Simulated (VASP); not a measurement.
# Ge (Fd-3m) in VASP: a series of runs

Ge is run at these levels: PBE; tasks: single point.

Program: VASP 6.6.1. These are calculated values, not measurements. Logs are shortened: lines on timing, memory, paths and dates and some standing lists are left out, and cuts for length are marked.

## 1. The cell of the first run

Symmetry: Fd-3m, No. 227, cubic system. Conventional cell: a = 5.704 Å, b = 5.704 Å, c = 5.704 Å, α = 90.00°, β = 90.00°, γ = 90.00°. Ge (site symmetry -43m) has 4 Ge at 2.47 Å within 3.3 Å.

## 2. Single point, PBE

File INCAR:

```
PREC = Accurate
ENCUT = 500
EDIFF = 1E-6
ISMEAR = -1
SIGMA = 0.06122561905347299
LREAL = F
LASPH = T
NELM = 120
ALGO = Normal
ISIF = 2
LWAVE = F
LCHARG = F
GGA = PE
NBANDS = 21
GGA_COMPAT = F
```

File KPOINTS:

```
regular mesh
0
Gamma
  8 8 8
```

File POSCAR:

```
Ge
1.0
    0.0000000000      2.8519183145      2.8519183145
    2.8519183145      0.0000000000      2.8519183145
    2.8519183145      2.8519183145      0.0000000000
Ge
2
Direct
    0.0000000000      0.0000000000      0.0000000000
    0.2500000000      0.2500000000      0.2500000000
```

Potentials or basis: VASP PAW PBE potentials, release 64 (Ge_d).

The run is started by

```bash
$ cat potpaw_PBE.64/Ge_d/POTCAR > POTCAR
$ mpirun -np 1 vasp_std > vasp.out
```

OUTCAR:

```text
PREC = Accurate
   ENCUT = 500
   EDIFF = 1E-6
   ISMEAR = -1
   LREAL = F
   LASPH = T
   NELM = 120
   ISIF = 2
   GGA = PE

 ion  position               nearest neighbor table
   1  0.000  0.000  0.000-   2 2.47   2 2.47   2 2.47   2 2.47
   2  0.250  0.250  0.250-   1 2.47   1 2.47   1 2.47   1 2.47

  LATTYP: Found a face centered cubic cell.
 ALAT       =     5.7038366290

  Lattice vectors:

 A1 = (   0.0000000000,   2.8519183145,   2.8519183145)
 A2 = (   2.8519183145,   0.0000000000,   2.8519183145)
 A3 = (   2.8519183145,   2.8519183145,   0.0000000000)

Analysis of symmetry for initial positions (statically):
=====================================================================
 Subroutine PRICEL returns:
 Original cell was already a primitive cell.

 Routine SETGRP: Setting up the symmetry group for a
 face centered cubic supercell.

 Subroutine GETGRP returns: Found 48 space group operations
 (whereof 24 operations were pure point group operations)
 out of a pool of 48 trial point group operations.

The static configuration has the point symmetry T_d .
 The point group associated with its full space group is O_h .

Analysis of symmetry for dynamics (positions and initial velocities):
=====================================================================
 Subroutine PRICEL returns:
 Original cell was already a primitive cell.

 Routine SETGRP: Setting up the symmetry group for a
 face centered cubic supercell.

 Subroutine GETGRP returns: Found 48 space group operations
 (whereof 24 operations were pure point group operations)
 out of a pool of 48 trial point group operations.

The dynamic configuration has the point symmetry T_d .
 The point group associated with its full space group is O_h .

 Subroutine INISYM returns: Found 48 space group operations
 (whereof 24 operations are pure point group operations),
 and found     1 'primitive' translations

----------------------------------------------------------------------------------------

                                     Primitive cell

  volume of cell :      46.3918

  direct lattice vectors                    reciprocal lattice vectors
     0.000000000  2.851918315  2.851918315    -0.175320589  0.175320589  0.175320589
     2.851918315  0.000000000  2.851918315     0.175320589 -0.175320589  0.175320589
     2.851918315  2.851918315  0.000000000     0.175320589  0.175320589 -0.175320589

  length of vectors
     4.033221559  4.033221559  4.033221559     0.303664169  0.303664169  0.303664169

  position of ions in fractional coordinates (direct lattice)
     0.000000000  0.000000000  0.000000000
     0.250000000  0.250000000  0.250000000

  ion indices of the primitive-cell ions
   primitive index   ion index
                 1           1
                 2           2

----------------------------------------------------------------------------------------

 KPOINTS: regular mesh

Automatic generation of k-mesh.
 Grid dimensions read from file:
 generate k-points for:    8    8    8

 Generating k-lattice:

  Cartesian coordinates                     Fractional coordinates (reciprocal lattice)
    -0.021915074  0.021915074  0.021915074     0.125000000  0.000000000  0.000000000
     0.021915074 -0.021915074  0.021915074     0.000000000  0.125000000  0.000000000
     0.021915074  0.021915074 -0.021915074     0.000000000  0.000000000  0.125000000

  Length of vectors
     0.037958021  0.037958021  0.037958021

  Shift w.r.t. Gamma in fractional coordinates (k-lattice)
     0.000000000  0.000000000  0.000000000

 Subroutine IBZKPT returns following result:
 ===========================================

 Found     29 irreducible k-points:

 Following reciprocal coordinates:
            Coordinates               Weight
  0.000000  0.000000  0.000000      1.000000
  0.125000  0.000000  0.000000      8.000000
  0.250000  0.000000  0.000000      8.000000
  0.375000  0.000000  0.000000      8.000000
  0.500000  0.000000  0.000000      4.000000
  0.125000  0.125000  0.000000      6.000000
[... 16 lines left out ...]
  0.500000  0.250000  0.125000     48.000000
 -0.375000  0.250000  0.125000     24.000000
 [... further k-points ...]
   k-points           NKPTS =     29   k-points in BZ     NKDIM =     29   number of bands    NBANDS=     21
   number of dos      NEDOS =    301   number of ions     NIONS =      2
   total plane-waves  NPLWV =  27000
   dimension x,y,z NGX =    30 NGY =   30 NGZ =   30
   dimension x,y,z NGXF=    60 NGYF=   60 NGZF=   60
   ions per type =               2
   NGX,Y,Z   is equivalent  to a cutoff of  12.37, 12.37, 12.37 a.u.
   NGXF,Y,Z  is equivalent  to a cutoff of  24.73, 24.73, 24.73 a.u.
 SYSTEM =  unknown system
   PREC   = accura    normal or accurate (medium, high low for compatibility)
   ISTART =      0    job   : 0-new  1-cont  2-samecut
   ICHARG =      2    charge: 1-file 2-atom 10-const
   ISPIN  =      1    spin polarized calculation?
   LNONCOLLINEAR =      F non collinear calculations
   LSORBIT =      F    spin-orbit coupling
   LASPH  =      T    aspherical Exc in radial PAW
   ENCUT  =  500.0 eV  36.75 Ry    6.06 a.u.   7.35  7.35  7.35*2*pi/ulx,y,z
   NELM   =    120;   NELMIN=  2; NELMDL= -5     # of ELM steps
   EDIFF  = 0.1E-05   stopping-criterion for ELM
   LREAL  =      F    real-space projection
   EDIFFG = 0.1E-04   stopping-criterion for IOM
   NSW    =      0    number of steps for IOM
   IBRION =     -1    ionic relax: 0-MD 1-quasi-New 2-CG
   NFREE  =      0    steps in history (QN), initial steepest desc. (CG)
   ISIF   =      2    stress and relaxation
   ISYM   =      2    0-nonsym 1-usesym 2-fastsym
   POTIM  = 0.5000    time-step for ionic-motion
   TEBEG  =    0.0;   TEEND  =   0.0 temperature during run
   PSTRESS=    0.0 pullay stress
   NELECT =      28.0000    total number of electrons
   NUPDOWN=      -1.0000    fix difference up-down
   EMIN   =  10.00;   EMAX   =-10.00  energy-range for DOS
   EFERMI =   0.00;   METHOD = LEGACY
   ISMEAR =    -1;   SIGMA  =   0.06  broadening in eV -4-tet -1-fermi 0-gaus
   EFERMI_NEDOS =   21; number of points for ismear=-14 and -15
   IALGO  =     38    algorithm
   IMIX   =      4    mixing-type and parameters
     AMIX     =   0.40;   BMIX     =  1.00
     AMIX_MAG =   1.60;   BMIX_MAG =  1.00
  volume/ion in A,a.u.               =      23.20       156.53
  Fermi-wavevector in a.u.,A,eV,Ry     =   1.383504  2.614444 26.042686  1.914083
  Thomas-Fermi vector in A             =   2.508096
   LORBIT       =      0    0 simple, 1 ext, 2 COOP (PROOUT), +10 PAW based schemes
   GGA     = PE    functional components
   LHFCALC =     F    Hartree Fock is set to
   AEXX    =    0.0000 exact exchange contribution
   IVDW    =     0    specifies the selected vdW correction
   LEPSILON=     F    determine dielectric tensor
   LRPA    =     F    only Hartree local field effects (RPA)
 non-spin polarized calculation
  energy-cutoff  :      500.00
  volume of cell :       46.39
 maximum number of plane-waves:      1243
 NGX is ok and might be reduce to    30
   NGX = 15   NGY = 15   NGZ = 15

 number of electron      28.0000002 magnetization

 Free energy of the ion-electron system (eV)
  ---------------------------------------------------
  ext. energy  EPLUGINS =         0.00000000
  ---------------------------------------------------
  free energy    TOTEN  =        -9.01824279 eV

  energy without entropy =       -9.01696733  energy(sigma->0) =       -9.01760506

 E-fermi :   4.7575     XC(G=0):  -9.8084

 val. band max:        4.5744070652   @ k =   0.0000   0.0000   0.0000
 cond. band min:       4.7601198431   @ k =   0.0000   0.0000   0.0000
 fundamental gap:      0.1857127780
 Fermi energy:         4.7575246202

 k-point     1 :       0.0000    0.0000    0.0000
  band No.  band energies     occupation
      1     -20.0214      2.00000
      2     -20.0214      2.00000
      3     -20.0214      2.00000
      4     -19.9871      2.00000
      5     -19.9871      2.00000
      6     -19.7893      2.00000
[... 13 lines left out ...]
     20      14.1772      0.00000
     21      14.1772      0.00000

 k-point     2 :       0.1250    0.0000    0.0000
  band No.  band energies     occupation
      1     -20.0289      2.00000
      2     -20.0289      2.00000
      3     -20.0189      2.00000
      4     -19.9764      2.00000
      5     -19.9764      2.00000
      6     -19.8009      2.00000
[... 13 lines left out ...]
     20      13.3043      0.00000
     21      13.3043      0.00000

 k-point     3 :       0.2500    0.0000    0.0000
  band No.  band energies     occupation
      1     -20.0383      2.00000
      2     -20.0383      2.00000
      3     -20.0131      2.00000
      4     -19.9603      2.00000
      5     -19.9603      2.00000
      6     -19.8139      2.00000
[... 13 lines left out ...]
     20      13.0548      0.00000
     21      13.0548      0.00000

 k-point     4 :       0.3750    0.0000    0.0000
  band No.  band energies     occupation
      1     -20.0431      2.00000
      2     -20.0431      2.00000
      3     -20.0071      2.00000
      4     -19.9504      2.00000
      5     -19.9504      2.00000
      6     -19.8208      2.00000
[... 13 lines left out ...]
     20      14.1932      0.00000
     21      14.1932      0.00000

 k-point     5 :       0.5000    0.0000    0.0000
  band No.  band energies     occupation
      1     -20.0443      2.00000
      2     -20.0443      2.00000
      3     -20.0046      2.00000
      4     -19.9477      2.00000
      5     -19.9477      2.00000
      6     -19.8224      2.00000
[... 13 lines left out ...]
     20      15.5580      0.00000
     21      15.8562      0.00000
[... 382 lines left out ...]
     20      16.1286      0.00000
     21      17.4670      0.00000

 k-point    22 :       0.3750    0.2500    0.1250
  band No.  band energies     occupation
      1     -20.0481      2.00000
      2     -20.0459      2.00000
      3     -20.0054      2.00000
      4     -19.9532      2.00000
      5     -19.9265      2.00000
      6     -19.8611      2.00000
[... 13 lines left out ...]
     20      14.7751      0.00000
     21      15.0389      0.00000

 k-point    23 :       0.5000    0.2500    0.1250
  band No.  band energies     occupation
      1     -20.0593      2.00000
      2     -20.0519      2.00000
      3     -19.9849      2.00000
      4     -19.9391      2.00000
      5     -19.9147      2.00000
      6     -19.8693      2.00000
[... 13 lines left out ...]
     20      14.3153      0.00000
     21      16.1676      0.00000

 k-point    24 :      -0.3750    0.2500    0.1250
  band No.  band energies     occupation
      1     -20.0642      2.00000
      2     -20.0533      2.00000
      3     -19.9756      2.00000
      4     -19.9288      2.00000
      5     -19.9160      2.00000
      6     -19.8646      2.00000
[... 13 lines left out ...]
     20      15.6451      0.00000
     21      16.0883      0.00000

 [... further k-points ...]
[... 5 lines left out ...]
  --------------------------------------------------------------------------------------
  -------------------------------------------------------------------------------------
  Total        0.5163424      0.5163424      0.5163424      0.0000000      0.0000000      0.0000000
  in kB       17.8322895     17.8322895     17.8322895      0.0000000      0.0000000      0.0000000
  external PRESSURE =      17.8322895 kB  Pullay stress =       0.0000000 kB

 VOLUME and BASIS-vectors are now :
 -----------------------------------------------------------------------------
  energy-cutoff  :      500.00
  volume of cell :       46.39
      direct lattice vectors                 reciprocal lattice vectors
     0.000000000  2.851918315  2.851918315    -0.175320589  0.175320589  0.175320589
     2.851918315  0.000000000  2.851918315     0.175320589 -0.175320589  0.175320589
     2.851918315  2.851918315  0.000000000     0.175320589  0.175320589 -0.175320589

 POSITION                                       TOTAL-FORCE (eV/Angst)
 -----------------------------------------------------------------------------------
      0.00000      0.00000      0.00000        -0.000000     -0.000000     -0.000000
      1.42596      1.42596      1.42596         0.000000      0.000000      0.000000
 -----------------------------------------------------------------------------------
    total drift:                                0.000000      0.000000      0.000000

  FREE ENERGIE OF THE ION-ELECTRON SYSTEM (eV)
  ---------------------------------------------------
  free  energy   TOTEN  =        -9.0182427916 eV

  energy  without entropy=       -9.0169673340  energy(sigma->0) =       -9.01760506
```

It took 23 s on 1 thread of Intel Xeon 6975P-C, shared host; peak memory 0.17 GiB.

Results:

```
Free energy            : -9.0182 eV
Pressure               : 1.8 GPa
Band gap on the k mesh : zero (filled and empty bands touch)
```

## 3. Single point, PBE

File INCAR:

```
SYSTEM = Ge
PREC = Accurate
ENCUT = 500
EDIFF = 1E-6
ISMEAR = -1
SIGMA = 0.06122561905347299
LREAL = .False.
LASPH = .True.
NELM = 120
ALGO = Normal
ISIF = 2
LWAVE = .False.
LCHARG = .False.
GGA = PE
NBANDS = 21
GGA_COMPAT = .False.
```

File KPOINTS:

```
Automatic mesh
0
Gamma
  8 8 8
  0 0 0
```

POSCAR is that of step 2.

Potentials or basis: VASP PAW PBE potentials, release 64 (Ge_d).

The run is started by

```bash
$ cat potpaw_PBE.64/Ge_d/POTCAR > POTCAR
$ mpirun -np 1 vasp_std > vasp.out
```

It took 21 s on 1 thread of Intel Xeon 6975P-C, shared host; peak memory 0.17 GiB.

It converged, with:

- Free energy: -9.0182 eV
- Pressure: 1.8 GPa
- Band gap on the k mesh: zero (filled and empty bands touch)

Levels at points of the mesh, in eV from the Fermi level:
| k point | band 10 | band 11 | band 12 | band 13 | band 14 | band 15 | band 16 | band 17 | band 18 | band 19 |
| --- | --- | --- | --- | --- | --- | --- | --- | --- | --- | --- |
| (0.00, 0.00, 0.00) | -24.54 | -12.59 | -0.18 | 0.00 | 0.00 | 0.00 | 2.55 | 2.55 | 2.55 | 6.37 |
| (0.50, 0.00, 0.00) | -24.51 | -10.56 | -7.48 | -1.37 | -1.37 | 0.11 | 3.74 | 3.74 | 7.12 | 10.42 |
| (0.50, 0.50, 0.00) | -24.50 | -8.79 | -8.79 | -2.99 | -2.99 | 0.79 | 0.79 | 9.32 | 9.32 | 11.37 |
